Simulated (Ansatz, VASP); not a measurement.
## One calculation of TeAs2, two programs

```
CELL_PARAMETERS angstrom
-3.55645 3.55645 2.94052
3.55645 -3.55645 2.94052
3.55645 3.55645 -2.94052
ATOMIC_POSITIONS crystal
Te 0.75000 0.25000 0.50000
Te 0.00000 0.00000 0.00000
As 0.37500 0.62500 0.25000
As 0.37500 0.12500 0.75000
As 0.37500 0.62500 0.75000
As 0.87500 0.62500 0.25000
```

Alike in both runs: task single point; functional LDA; k mesh 8 × 8 × 8; occupations gaussian, width 0.1 eV; no spin polarisation.

|  | VASP | Ansatz |
| --- | --- | --- |
| version | VASP 6.6.1 | Ansatz 0.2.0 |
| potentials or method | VASP PAW LDA potentials, release 64 (Te, As), cutoff 520 eV | scalar-relativistic, plane waves, PAW |
| valence electrons in the cell | 32 | 92 |

```csv
,VASP,Ansatz,Ansatz less VASP
gap on the k mesh at the Fermi level (eV),none,none,-
pressure (GPa),-4.9,-5.0,-0.12
"traceless stress, the component that is largest in VASP (GPa)",-1.17,-1.24,-0.064
```

LDA's correlation is that of Perdew and Zunger in VASP and of Perdew and Wang (1992) in Ansatz. A gap of «none» marks a metal or a gap that the smearing closes. VASP's potentials hold 32 valence electrons a cell and Ansatz's 92, so a difference there can come from the potentials and not from the codes.

Neither program's run includes spin-orbit coupling.
